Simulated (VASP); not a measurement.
Input of a VASP 6.6.1 run:

INCAR

```
SYSTEM = CuO
PREC     = Accurate       ! precision mode
ENCUT    = 600            ! plane-wave cutoff, eV
EDIFF    = 1E-7           ! SCF threshold, eV
ISMEAR   = -1             ! smearing method
SIGMA    = 0.05           ! smearing width, eV
LREAL    = .False.        ! projectors in reciprocal space
LASPH    = .True.         ! aspherical terms in the spheres
NELM     = 100            ! most SCF steps
ALGO     = Normal         ! electronic algorithm
ISIF     = 3              ! what is computed and relaxed
LWAVE    = .False.        ! write WAVECAR
LCHARG   = .False.        ! write CHGCAR
GGA      = CA             ! functional
IBRION   = 2              ! ionic algorithm
NSW      = 80             ! ionic steps
EDIFFG   = -0.005         ! ionic threshold
```

KPOINTS

```
Automatic mesh
0
Gamma
  6 6 5
  0 0 0
```

File POSCAR:

```
CuO
1.0
    3.4220509700      0.0000000000      0.0000000000
    0.0000000000      3.4220509700      0.0000000000
    0.0000000000      0.0000000000      4.2604614800
Cu O
2 2
Direct
    0.0000000000      0.5000000000      0.0000000000
    0.5000000000      0.0000000000      0.5000000000
    0.0000000000      0.0000000000      0.2500000000
    0.0000000000      0.0000000000      0.7500000000
```

Potentials or basis: VASP PAW LDA potentials, release 64 (Cu, O).

Command:

```bash
$ cat potpaw_LDA.64/Cu/POTCAR potpaw_LDA.64/O/POTCAR > POTCAR
$ mpirun -np 1 vasp_std > vasp.out
```

Task: Estimate the relaxed cell.

Result: a = 2.860 Å, b = 2.860 Å, c = 5.045 Å, α = 90.00°, β = 90.00°, γ = 90.00°.

Task: Estimate the relaxed volume.

Result: 10.32 Å³/atom.

Task: Predict the band gap on the k mesh.

Result: Zero (bands 17 and 18 overlap by 0.97 eV).

Task: Estimate the space group after relaxing (to 0.1 Å).

Result: P4_2/mmc (No. 131).

Step by step:
| step | energy change (eV) | largest force (eV/Å) | pressure (GPa) | volume (Å³) |
| --- | --- | --- | --- | --- |
| 1 | 0.0000 | 0.0000 | -13.55 | 49.89 |
| 2 | -1.1830 | 0.0000 | 4.49 | 42.41 |
| 3 | -1.3043 | 0.0000 | 16.03 | 39.91 |
| 4 | -1.8257 | 0.0000 | 1.85 | 41.07 |
| 5 | -1.8307 | 0.0000 | -0.11 | 41.20 |
| 6 | -1.8312 | 0.0000 | 0.33 | 41.17 |
| 7 | -1.8314 | 0.0000 | -0.02 | 41.27 |

Caveat: the volume moved by over 15 % at a fixed basis, so the end points are rough; semilocal functionals often make such compounds metallic where correlation or magnetic order opens a gap, which also shifts bond lengths. With open d or f shells a metallic result of LDA can be an artefact of self-interaction; +U or a hybrid may open a gap.
